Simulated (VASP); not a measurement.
# YS2 (Fd-3m) in VASP: single point with PBE

Aim: the single point of YS2 with PBE.

Program: VASP 6.6.1. These are calculated values, not measurements. Logs are shortened: lines on timing, memory, paths and dates and some standing lists are left out, and cuts for length are marked.

### Step 1. The cell of the first run

It takes space group Fd-3m (No. 227, cubic). The conventional cell has a = 7.724 Å, b = 7.724 Å, c = 7.724 Å, α = 90.00°, β = 90.00°, γ = 90.00°. Within 4.2 Å of Y (site symmetry -43m) lie 12 S at 3.20 Å and 4 Y at 3.34 Å. S (site symmetry -3m) has 6 S at 2.73 Å and 6 Y at 3.20 Å within 3.6 Å.

### Step 2. Single point, PBE

Input file INCAR:

```
SYSTEM = YS2
PREC     = Accurate       ! precision mode
ENCUT    = 500            ! plane-wave cutoff, eV
EDIFF    = 1E-6           ! SCF threshold, eV
ISMEAR   = 0              ! smearing method
SIGMA    = 0.01           ! smearing width, eV
LREAL    = .FALSE.        ! projectors in reciprocal space
LASPH    = .TRUE.         ! aspherical terms in the spheres
NELM     = 120            ! most SCF steps
ALGO     = Normal         ! electronic algorithm
ISIF     = 2              ! what is computed and relaxed
LWAVE    = .FALSE.        ! write WAVECAR
LCHARG   = .TRUE.         ! write CHGCAR
GGA      = PE             ! functional
LELF     = .TRUE.         ! ELF
LVHAR    = .TRUE.       
NBANDS   = 32             ! bands
GGA_COMPAT= .FALSE.
```

Input file KPOINTS:

```
Automatic mesh
0
G
  4 4 4
  0 0 0
```

Input file POSCAR:

```
YS2
1.0
    0.0000000000      3.8618089332      3.8618089332
    3.8618089332      0.0000000000      3.8618089332
    3.8618089332      3.8618089332      0.0000000000
Y S
2 4
Direct
    0.0000000000      0.0000000000      0.0000000000
    0.2500000000      0.2500000000      0.2500000000
    0.6250000000      0.6250000000      0.6250000000
    0.1250000000      0.6250000000      0.6250000000
    0.6250000000      0.1250000000      0.6250000000
    0.6250000000      0.6250000000      0.1250000000
```

Potentials or basis: VASP PAW PBE potentials, release 64 (Y_sv, S).

Run with:

```
$ cat potpaw_PBE.64/Y_sv/POTCAR potpaw_PBE.64/S/POTCAR > POTCAR
$ mpirun -np 1 vasp_std > vasp.out
```

OUTCAR:

```text
SYSTEM = YS2
   PREC = Accurate
   ENCUT = 500
   EDIFF = 1E-6
   ISMEAR = 0
   LREAL = .FALSE.
   LASPH = .TRUE.
   NELM = 120
   ISIF = 2
   GGA = PE

 ion  position               nearest neighbor table
   1  0.000  0.000  0.000-   5 3.20   6 3.20   4 3.20   6 3.20   4 3.20   5 3.20   3 3.20   3 3.20
                             3 3.20   4 3.20   5 3.20   6 3.20   2 3.34   2 3.34   2 3.34   2 3.34
   2  0.250  0.250  0.250-   4 3.20   5 3.20   4 3.20   6 3.20   5 3.20   6 3.20   3 3.20   4 3.20
                             3 3.20   5 3.20   3 3.20   6 3.20   1 3.34   1 3.34   1 3.34   1 3.34
   3  0.625  0.625  0.625-   4 2.73   5 2.73   6 2.73   6 2.73   5 2.73   4 2.73   1 3.20   2 3.20
                             1 3.20   2 3.20   1 3.20   2 3.20
   4  0.125  0.625  0.625-   3 2.73   6 2.73   5 2.73   3 2.73   5 2.73   6 2.73   2 3.20   1 3.20
                             2 3.20   1 3.20   1 3.20   2 3.20
   5  0.625  0.125  0.625-   3 2.73   6 2.73   3 2.73   4 2.73   6 2.73   4 2.73   1 3.20   2 3.20
                             1 3.20   2 3.20   1 3.20   2 3.20
   6  0.625  0.625  0.125-   3 2.73   3 2.73   4 2.73   5 2.73   5 2.73   4 2.73   1 3.20   2 3.20
                             1 3.20   2 3.20   1 3.20   2 3.20

  LATTYP: Found a face centered cubic cell.
 ALAT       =     7.7236178664

  Lattice vectors:

 A1 = (   0.0000000000,   3.8618089332,   3.8618089332)
 A2 = (   3.8618089332,   0.0000000000,   3.8618089332)
 A3 = (   3.8618089332,   3.8618089332,   0.0000000000)

Analysis of symmetry for initial positions (statically):
=====================================================================
 Subroutine PRICEL returns:
 Original cell was already a primitive cell.

 Routine SETGRP: Setting up the symmetry group for a
 face centered cubic supercell.

 Subroutine GETGRP returns: Found 48 space group operations
 (whereof 24 operations were pure point group operations)
 out of a pool of 48 trial point group operations.

The static configuration has the point symmetry T_d .
 The point group associated with its full space group is O_h .

Analysis of symmetry for dynamics (positions and initial velocities):
=====================================================================
 Subroutine PRICEL returns:
 Original cell was already a primitive cell.

 Routine SETGRP: Setting up the symmetry group for a
 face centered cubic supercell.

 Subroutine GETGRP returns: Found 48 space group operations
 (whereof 24 operations were pure point group operations)
 out of a pool of 48 trial point group operations.

The dynamic configuration has the point symmetry T_d .
 The point group associated with its full space group is O_h .

[... 94 lines left out ...]
   NFREE  =      0    steps in history (QN), initial steepest desc. (CG)
   ISIF   =      2    stress and relaxation
   ISYM   =      2    0-nonsym 1-usesym 2-fastsym
   POTIM  = 0.5000    time-step for ionic-motion
   TEBEG  =    0.0;   TEEND  =   0.0 temperature during run
   PSTRESS=    0.0 pullay stress
   NELECT =      46.0000    total number of electrons
   NUPDOWN=      -1.0000    fix difference up-down
   EMIN   =  10.00;   EMAX   =-10.00  energy-range for DOS
   EFERMI =   0.00;   METHOD = LEGACY
   ISMEAR =     0;   SIGMA  =   0.01  broadening in eV -4-tet -1-fermi 0-gaus
   EFERMI_NEDOS =   21; number of points for ismear=-14 and -15
   IALGO  =     38    algorithm
   IMIX   =      4    mixing-type and parameters
     AMIX     =   0.40;   BMIX     =  1.00
     AMIX_MAG =   1.60;   BMIX_MAG =  1.00
  volume/ion in A,a.u.               =      19.20       129.55
  Fermi-wavevector in a.u.,A,eV,Ry     =   1.205572  2.278202 19.774776  1.453405
  Thomas-Fermi vector in A             =   2.341265
   LORBIT       =      0    0 simple, 1 ext, 2 COOP (PROOUT), +10 PAW based schemes
   GGA     = PE    functional components
   LHFCALC =     F    Hartree Fock is set to
   AEXX    =    0.0000 exact exchange contribution
   IVDW    =     0    specifies the selected vdW correction
   LEPSILON=     F    determine dielectric tensor
   LRPA    =     F    only Hartree local field effects (RPA)
 non-spin polarized calculation
 Gauss-broadening in eV      SIGMA  =   0.01
  energy-cutoff  :      500.00
  volume of cell :      115.19
 maximum number of plane-waves:      2954
   NGX = 19   NGY = 19   NGZ = 19

 number of electron      45.9999993 magnetization

 Free energy of the ion-electron system (eV)
  ---------------------------------------------------
  ext. energy  EPLUGINS =         0.00000000
  ---------------------------------------------------
  free energy    TOTEN  =       -29.78731731 eV

  energy without entropy =      -29.78457880  energy(sigma->0) =      -29.78594806

 E-fermi :   7.0329     XC(G=0): -10.7323

 val. band max:        7.0323945931   @ k =   0.5000   0.2500   0.0000
 cond. band min:       7.0394594864   @ k =   0.2500   0.2500   0.0000
 fundamental gap:      0.0070648933
 Fermi energy:         7.0329303972

 k-point     1 :       0.0000    0.0000    0.0000
  band No.  band energies     occupation
      1     -36.6271      2.00000
      2     -36.5273      2.00000
      3     -16.7197      2.00000
      4     -16.7197      2.00000
      5     -16.7197      2.00000
      6     -16.4431      2.00000
[... 269 lines left out ...]
     31      10.0965      0.00000
     32      10.0965      0.00000

------------------------ aborting loop because EDIFF is reached ----------------------------------------

  FORCE on cell =-STRESS in cart. coord.  units (eV):
  Direction    XX          YY          ZZ          XY          YZ          ZX
  --------------------------------------------------------------------------------------
  -------------------------------------------------------------------------------------
  Total        1.3648035      1.3648035      1.3648035      0.0000000      0.0000000     -0.0000000
  in kB       18.9835908     18.9835908     18.9835908      0.0000000      0.0000000     -0.0000000
  external PRESSURE =      18.9835908 kB  Pullay stress =       0.0000000 kB

 VOLUME and BASIS-vectors are now :
 -----------------------------------------------------------------------------
  energy-cutoff  :      500.00
  volume of cell :      115.19
      direct lattice vectors                 reciprocal lattice vectors
     0.000000000  3.861808933  3.861808933    -0.129473003  0.129473003  0.129473003
     3.861808933  0.000000000  3.861808933     0.129473003 -0.129473003  0.129473003
     3.861808933  3.861808933  0.000000000     0.129473003  0.129473003 -0.129473003

 POSITION                                       TOTAL-FORCE (eV/Angst)
 -----------------------------------------------------------------------------------
      0.00000      0.00000      0.00000         0.000000      0.000000      0.000000
      1.93090      1.93090      1.93090        -0.000000     -0.000000     -0.000000
      4.82726      4.82726      4.82726        -0.000000     -0.000000      0.000000
      4.82726      2.89636      2.89636        -0.000000     -0.000000      0.000000
      2.89636      4.82726      2.89636        -0.000000     -0.000000      0.000000
      2.89636      2.89636      4.82726        -0.000000     -0.000000      0.000000
 -----------------------------------------------------------------------------------
    total drift:                               -0.000000      0.000000      0.000000

  FREE ENERGIE OF THE ION-ELECTRON SYSTEM (eV)
  ---------------------------------------------------
  free  energy   TOTEN  =       -29.7873173121 eV

  energy  without entropy=      -29.7845787988  energy(sigma->0) =      -29.78594806
```

OSZICAR:

```text
N       E                     dE             d eps       ncg     rms          rms(c)
DAV:   1     0.238932365413E+03    0.23893E+03   -0.21740E+04   512   0.132E+03
DAV:   2    -0.109956387164E+02   -0.24993E+03   -0.23737E+03   616   0.285E+02
DAV:   3    -0.317996701429E+02   -0.20804E+02   -0.19882E+02   832   0.605E+01
[... 15 lines left out ...]
DAV:  19    -0.297873646147E+02   -0.19691E-04   -0.27663E-05   664   0.304E-02    0.144E-01
DAV:  20    -0.297873204558E+02    0.44159E-04   -0.32611E-05   616   0.292E-02    0.375E-02
DAV:  21    -0.297873192431E+02    0.12127E-05   -0.27036E-06   600   0.750E-03    0.287E-02
DAV:  22    -0.297873176455E+02    0.15976E-05   -0.23154E-06   456   0.480E-03    0.741E-03
DAV:  23    -0.297873173121E+02    0.33332E-06   -0.47111E-07   344   0.286E-03
   1 F= -.29787317E+02 E0= -.29785948E+02  d E =-.273851E-02
```

stdout:

```text
POSCAR found type information on POSCAR Y S
 POSCAR found :  2 types and       6 ions
 scaLAPACK will be used
 LDA part: xc-table for (Slater+PW92), standard interpolation
 POSCAR, INCAR and KPOINTS ok, starting setup
 FFT: planning ... GRIDC
 FFT: planning ... GRID_SOFT
 FFT: planning ... GRID
 WAVECAR not read
 entering main loop
```

Wall time 69 s (1 thread of Intel Xeon Platinum 8488C (Sapphire Rapids), shared host); peak memory 0.25 GiB.

Results:

| Property | Result |
| --- | --- |
| Free energy | -29.7873 eV |
| Pressure | 1.9 GPa |
| Band gap on the k mesh | zero (bands 23 and 24 overlap by 0.70 eV) |
